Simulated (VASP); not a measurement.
# Si (C2/m) in VASP: single point with LDA

Aim: the single point of Si with LDA.

All numbers are computed with VASP 6.6.1; they aren't measurements. Logs are shortened: lines on timing, memory, paths and dates and some standing lists are left out, and cuts for length are marked.

### Step 1. The cell of the first run

The structure is monoclinic, space group C2/m (No. 12). Conventional cell: a = 14.197 Å, b = 3.683 Å, c = 6.294 Å, α = 90.00°, β = 96.97°, γ = 90.00°. Si (site symmetry m) has 4 Si at 2.31 to 2.39 Å within 3.1 Å. Within 3.1 Å of Si (site symmetry m) lie 4 Si at 2.31 to 2.47 Å. Within 3.0 Å of Si (site symmetry m) lie 4 Si at 2.29 to 2.39 Å. Within 3.0 Å of Si (site symmetry m) lie 4 Si at 2.27 to 2.47 Å.

### Step 2. Single point, LDA (strain +0.0350 x Voigt [1, -1, 0, 0, 0, 0])

File INCAR:

```
SYSTEM = Si
ALGO = Normal ; EDIFF = 1E-7
ENCUT = 520 ; ISIF = 2
ISMEAR = 0 ; LASPH = .True.
LCHARG = .False. ; LREAL = .False.
LWAVE = .False. ; NBANDS = 26
NELM = 60 ; PREC = Accurate
SIGMA = 0.03
```

File KPOINTS:

```
k-points
0
Gamma
  10 10 6
  0 0 0
```

File POSCAR:

```
Si
1.0
    7.0986649470     -1.8416103643      0.0019555789
    7.0986649470      1.8416103643      0.0019555789
   -0.7649434003      0.0000000000      6.2471364583
Si
8
Direct
    0.0552606043      0.0552606043      0.8732930182
    0.9447393957      0.9447393957      0.1267069818
    0.5589873877      0.5589873877      0.6532364403
    0.4410126123      0.4410126123      0.3467635597
    0.2124950295      0.2124950295      0.0571328851
    0.7875049705      0.7875049705      0.9428671149
    0.7270489246      0.7270489246      0.5856835384
    0.2729510754      0.2729510754      0.4143164616
```

Potentials or basis: VASP PAW LDA potentials, release 64 (Si).

Run with:

```bash
$ cat potpaw_LDA.64/Si/POTCAR > POTCAR
$ mpirun -np 1 vasp_std > vasp.out
```

OUTCAR:

```text
SYSTEM = Si
   EDIFF = 1E-7
   ENCUT = 520
   ISIF = 2
   ISMEAR = 0
   LASPH = .True.
   LREAL = .False.
   NELM = 60
   PREC = Accurate

 ion  position               nearest neighbor table
   1  0.055  0.055  0.873-   3 2.31   3 2.31   2 2.37   5 2.39
   2  0.945  0.945  0.127-   4 2.31   4 2.31   1 2.37   6 2.39
   3  0.559  0.559  0.653-   1 2.31   1 2.31   4 2.40   7 2.47
   4  0.441  0.441  0.347-   2 2.31   2 2.31   3 2.40   8 2.47
   5  0.212  0.212  0.057-   6 2.29   6 2.29   8 2.31   1 2.39
   6  0.788  0.788  0.943-   5 2.29   5 2.29   7 2.31   2 2.39
   7  0.727  0.727  0.586-   8 2.27   8 2.27   6 2.31   3 2.47
   8  0.273  0.273  0.414-   7 2.27   7 2.27   5 2.31   4 2.47

  LATTYP: Found a base centered monoclinic cell.
 ALAT       =    14.1973304327
 B/A-ratio  =     0.2594305138
 C/A-ratio  =     0.4433083232
 COS(beta)  =    -0.1212658510

  Lattice vectors:

 A1 = (   7.0986649470,  -1.8416103643,   0.0019555789)
 A2 = (   7.0986649470,   1.8416103643,   0.0019555789)
 A3 = (  -0.7649434003,   0.0000000000,   6.2471364583)

Analysis of symmetry for initial positions (statically):
=====================================================================
 Subroutine PRICEL returns:
 Original cell was already a primitive cell.

 Routine SETGRP: Setting up the symmetry group for a
 base centered monoclinic supercell.

 Subroutine GETGRP returns: Found  4 space group operations
 (whereof  4 operations were pure point group operations)
 out of a pool of  4 trial point group operations.

The static configuration has the point symmetry C_2h.

Analysis of symmetry for dynamics (positions and initial velocities):
=====================================================================
 Subroutine PRICEL returns:
 Original cell was already a primitive cell.

 Routine SETGRP: Setting up the symmetry group for a
 base centered monoclinic supercell.

 Subroutine GETGRP returns: Found  4 space group operations
 (whereof  4 operations were pure point group operations)
 out of a pool of  4 trial point group operations.

The dynamic configuration has the point symmetry C_2h.

 Subroutine INISYM returns: Found  4 space group operations
 (whereof  4 operations are pure point group operations),
 and found     1 'primitive' translations

----------------------------------------------------------------------------------------

                                     Primitive cell

  volume of cell :     163.3428

[... 106 lines left out ...]
   ISIF   =      2    stress and relaxation
   ISYM   =      2    0-nonsym 1-usesym 2-fastsym
   POTIM  = 0.5000    time-step for ionic-motion
   TEBEG  =    0.0;   TEEND  =   0.0 temperature during run
   PSTRESS=    0.0 pullay stress
   NELECT =      32.0000    total number of electrons
   NUPDOWN=      -1.0000    fix difference up-down
   EMIN   =  10.00;   EMAX   =-10.00  energy-range for DOS
   EFERMI =   0.00;   METHOD = LEGACY
   ISMEAR =     0;   SIGMA  =   0.03  broadening in eV -4-tet -1-fermi 0-gaus
   EFERMI_NEDOS =   21; number of points for ismear=-14 and -15
   IALGO  =     38    algorithm
   IMIX   =      4    mixing-type and parameters
     AMIX     =   0.40;   BMIX     =  1.00
     AMIX_MAG =   1.60;   BMIX_MAG =  1.00
  volume/ion in A,a.u.               =      20.42       137.79
  Fermi-wavevector in a.u.,A,eV,Ry     =   0.950805  1.796761 12.300078  0.904030
  Thomas-Fermi vector in A             =   2.079216
   LORBIT       =      0    0 simple, 1 ext, 2 COOP (PROOUT), +10 PAW based schemes
   GGA     = CA    functional components
   LHFCALC =     F    Hartree Fock is set to
   AEXX    =    0.0000 exact exchange contribution
   IVDW    =     0    specifies the selected vdW correction
   LEPSILON=     F    determine dielectric tensor
   LRPA    =     F    only Hartree local field effects (RPA)
 non-spin polarized calculation
 Gauss-broadening in eV      SIGMA  =   0.03
  energy-cutoff  :      520.00
  volume of cell :      163.34
 maximum number of plane-waves:      4424
   NGX = 27   NGY = 27   NGZ = 23

 number of electron      32.0000000 magnetization

 Free energy of the ion-electron system (eV)
  ---------------------------------------------------
  ext. energy  EPLUGINS =         0.00000000
  ---------------------------------------------------
  free energy    TOTEN  =       -46.86025124 eV

  energy without entropy =      -46.86025124  energy(sigma->0) =      -46.86025124

 E-fermi :   5.8375     XC(G=0):  -9.4552

 val. band max:        5.7133623434   @ k =   0.0000   0.0000   0.0000
 cond. band min:       6.1877665879   @ k =   0.5000   0.5000   0.5000
 fundamental gap:      0.4744042444
 Fermi energy:         5.8375351447

 k-point     1 :       0.0000    0.0000    0.0000
  band No.  band energies     occupation
      1      -6.5789      2.00000
      2      -4.5536      2.00000
      3      -4.2196      2.00000
      4      -3.5021      2.00000
      5      -1.5555      2.00000
      6      -1.1367      2.00000
[... 685 lines left out ...]
     25       9.5170      0.00000
     26       9.6907      0.00000

 [... further k-points ...]

------------------------ aborting loop because EDIFF is reached ----------------------------------------

  FORCE on cell =-STRESS in cart. coord.  units (eV):
  Direction    XX          YY          ZZ          XY          YZ          ZX
  --------------------------------------------------------------------------------------
  -------------------------------------------------------------------------------------
  Total       -5.6086645      7.2627499      0.3843621      0.0000000      0.0000000     -1.1904655
  in kB      -55.0135893     71.2379812      3.7700839      0.0000000      0.0000000    -11.6768935
  external PRESSURE =       6.6648253 kB  Pullay stress =       0.0000000 kB

 VOLUME and BASIS-vectors are now :
 -----------------------------------------------------------------------------
  energy-cutoff  :      520.00
  volume of cell :      163.34
      direct lattice vectors                 reciprocal lattice vectors
     7.098664947 -1.841610364  0.001955579     0.070433404 -0.271501513  0.008624362
     7.098664947  1.841610364  0.001955579     0.070433404  0.271501513  0.008624362
    -0.764943400  0.000000000  6.247136458    -0.000044096  0.000000000  0.160067941

 POSITION                                       TOTAL-FORCE (eV/Angst)
 -----------------------------------------------------------------------------------
      0.11653      0.00000      5.45580         0.125314      0.000000      0.688423
     13.31585      0.00000      0.79525        -0.125314      0.000000     -0.688423
      7.43644      0.00000      4.08304         0.353795      0.000000     -0.505976
      5.99595      0.00000      2.16800        -0.353795      0.000000      0.505976
      2.97316      0.00000      0.35775        -0.394183      0.000000      0.080543
     10.45923      0.00000      5.89330         0.394183      0.000000     -0.080543
      9.87414      0.00000      3.66169        -0.474932      0.000000      0.374711
      3.55825      0.00000      2.58936         0.474932      0.000000     -0.374711
 -----------------------------------------------------------------------------------
    total drift:                                0.000000     -0.000000     -0.000000

  FREE ENERGIE OF THE ION-ELECTRON SYSTEM (eV)
  ---------------------------------------------------
  free  energy   TOTEN  =       -46.8602512421 eV

  energy  without entropy=      -46.8602512421  energy(sigma->0) =      -46.86025124
```

OSZICAR:

```text
N       E                     dE             d eps       ncg     rms          rms(c)
DAV:   1     0.643649081795E+02    0.64365E+02   -0.11965E+04  8944   0.101E+03
DAV:   2    -0.424720217813E+02   -0.10684E+03   -0.98480E+02 11302   0.148E+02
DAV:   3    -0.480863909529E+02   -0.56144E+01   -0.55129E+01 11982   0.314E+01
DAV:   4    -0.481981829960E+02   -0.11179E+00   -0.11151E+00 11508   0.556E+00
DAV:   5    -0.482011332634E+02   -0.29503E-02   -0.29482E-02 11712   0.866E-01    0.104E+01
DAV:   6    -0.472231016150E+02    0.97803E+00   -0.63773E-01 11028   0.357E+00    0.615E+00
DAV:   7    -0.468613918292E+02    0.36171E+00   -0.11084E+00 11188   0.421E+00    0.794E-01
DAV:   8    -0.468598621855E+02    0.15296E-02   -0.13002E-01 11058   0.185E+00    0.653E-01
DAV:   9    -0.468605409018E+02   -0.67872E-03   -0.83574E-03 11428   0.437E-01    0.285E-01
DAV:  10    -0.468602043899E+02    0.33651E-03   -0.16051E-03 10708   0.181E-01    0.759E-02
DAV:  11    -0.468602527497E+02   -0.48360E-04   -0.30396E-04 11790   0.763E-02    0.506E-02
DAV:  12    -0.468602471597E+02    0.55901E-05   -0.28401E-05 10930   0.255E-02    0.266E-02
DAV:  13    -0.468602513739E+02   -0.42142E-05   -0.47708E-06 10494   0.979E-03    0.623E-03
DAV:  14    -0.468602512113E+02    0.16265E-06   -0.67447E-07 11630   0.379E-03    0.142E-03
DAV:  15    -0.468602512421E+02   -0.30875E-07   -0.12508E-07  6440   0.178E-03
   1 F= -.46860251E+02 E0= -.46860251E+02  d E =-.102334E-11
```

stdout:

```text
POSCAR found type information on POSCAR Si
 POSCAR found :  1 types and       8 ions
 scaLAPACK will be used
 LDA part: xc-table for (Slater(with rela. corr.)+CA(PZ))
 , standard interpolation
 POSCAR, INCAR and KPOINTS ok, starting setup
 FFT: planning ... GRIDC
 FFT: planning ... GRID_SOFT
 FFT: planning ... GRID
 WAVECAR not read
 entering main loop
```

Wall time 9.7 min (1 thread of Intel Xeon 6975P-C (Granite Rapids), shared host); peak memory 0.62 GiB.

What came out:

| Item | Value |
| --- | --- |
| Free energy | -46.8603 eV |
| Pressure | 0.7 GPa |
| Largest force | 0.700 eV/Å |
| Band gap on the k mesh | 0.47 eV (least direct gap 0.89 eV) |

Forces in eV/Å, atoms in the order of the input:
```
Si   0.125  0.000  0.688
Si  -0.125  0.000 -0.688
Si   0.354  0.000 -0.506
Si  -0.354  0.000  0.506
Si  -0.394  0.000  0.081
Si   0.394  0.000 -0.081
Si  -0.475  0.000  0.375
Si   0.475  0.000 -0.375
```

Caveat: the cell differs from its parent crystal (strain +0.0350 x Voigt [1, -1, 0, 0, 0, 0]).
